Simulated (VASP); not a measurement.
Here is a VASP 6.6.1 calculation.

Contents of INCAR:

```
ALGO = Normal ; EDIFF = 1E-7
ENCUT = 520 ; GGA = PS
ISIF = 2 ; ISMEAR = 0
LASPH = T ; LCHARG = T
LELF = T ; LREAL = F
LVHAR = T ; LWAVE = F
NBANDS = 36 ; NELM = 100
PREC = Accurate ; SIGMA = 0.1
```

Contents of KPOINTS:

```
k-points
0
Gamma
  6 6 4
```

Contents of POSCAR:

```
Ru
1.0
    1.5001501721     -4.7587845338      0.0000000000
    1.5001501721      4.7587845338      0.0000000000
    0.0000000000      0.0000000000      3.9701859539
Ru
4
Direct
    0.0980000000      0.9020000000      0.9100000000
    0.5980000000      0.4020000000      0.5900000000
    0.9020000000      0.0980000000      0.0900000000
    0.4020000000      0.5980000000      0.4100000000
```

Potentials or basis: VASP PAW PBE potentials, release 64 (Ru_pv).

The run is started by

```sh
$ cat potpaw_PBE.64/Ru_pv/POTCAR > POTCAR
$ mpirun -np 1 vasp_std > vasp.out
```

(1) Estimate the pressure.

(2) Estimate the largest force.

Answers

(1) 155.7 GPa.

(2) 19.001 eV/Å.

Caveat: the k points lie up to 0.40 Å⁻¹ apart; the PAW data sets were made with another functional, which shifts forces and pressure a little.
